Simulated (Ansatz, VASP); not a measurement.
**Tl in VASP and in Ansatz**

Contents of POSCAR:

```
Tl
1.0
   -1.9410000000      1.9410000000      1.9410000000
    1.9410000000     -1.9410000000      1.9410000000
    1.9410000000      1.9410000000     -1.9410000000
Tl
1
Direct
    0.0000000000      0.0000000000      0.0000000000
```

Contents of INCAR.step1:

```
ALGO = Normal
EDIFF = 1E-4
ENCUT = 520
GGA = PE
ISMEAR = -1
LASPH = True
LCHARG = False
LREAL = False
LWAVE = True
NBANDS = 12
NELM = 100
PREC = Accurate
SIGMA = 0.05
```

INCAR.step2

```
ALGO = Normal
EDIFF = 1E-8
ENCUT = 520
ISIF = 2
ISMEAR = -1
ISTART = 1
LASPH = True
LCHARG = False
LEFG = True
LMIXTAU = True
LREAL = False
LWAVE = False
METAGGA = R2SCAN
NBANDS = 12
NELM = 100
PREC = Accurate
SIGMA = 0.05
```

File KPOINTS:

```
k-points
0
Gamma
  13 13 13
```

Input for Ansatz:

```yaml
crystal:
  lattice:
    - [-1.941, 1.941, 1.941]
    - [1.941, -1.941, 1.941]
    - [1.941, 1.941, -1.941]
  atoms:
    - { symbol: Tl, position: [0.0, 0.0, 0.0] }
kpoints:
  mp_grid: { grid: [13, 13, 13] }
  band_path:
    path:
      - [0.0, 0.0, 0.0]
      - [0.5, -0.5, 0.5]
      - [0.0, 0.0, 0.5]
      - [0.0, 0.0, 0.0]
      - [0.25, 0.25, 0.25]
      - [0.5, -0.5, 0.5]
      - [0.25, 0.25, 0.25]
      - [0.0, 0.0, 0.5]
    npoints: 5
scf:
  occupations: { method: fermi_dirac, width: 0.05 }
hamiltonian:
  xc: r2scan
  pseudopotentials: { kind: paw }
output:
  forces: true
  stress: true
  eigenvalues: true
  efg: { contact_densities: true }
```

Alike in both runs: task electric field gradients; functional r2SCAN; k mesh 13 × 13 × 13; occupations fermi-dirac, width 0.05 eV; no spin polarisation.

```csv
,VASP,Ansatz
version,VASP 6.6.1,Ansatz 0.2.0
potentials or method,"VASP PAW PBE potentials, release 64 (Tl_d)","PAW with Ansatz's default frozen-core files, scalar-relativistic"
plane-wave cutoff (eV),520,500
valence electrons in the cell,13,13
```

Ansatz gave:

* pressure (GPa): 1.0

Question: Estimate VASP's values.

Answer: Pressure (GPa): 0.9.

VASP's potentials were made for PBE, not for r2SCAN.

Neither program's run includes spin-orbit coupling.
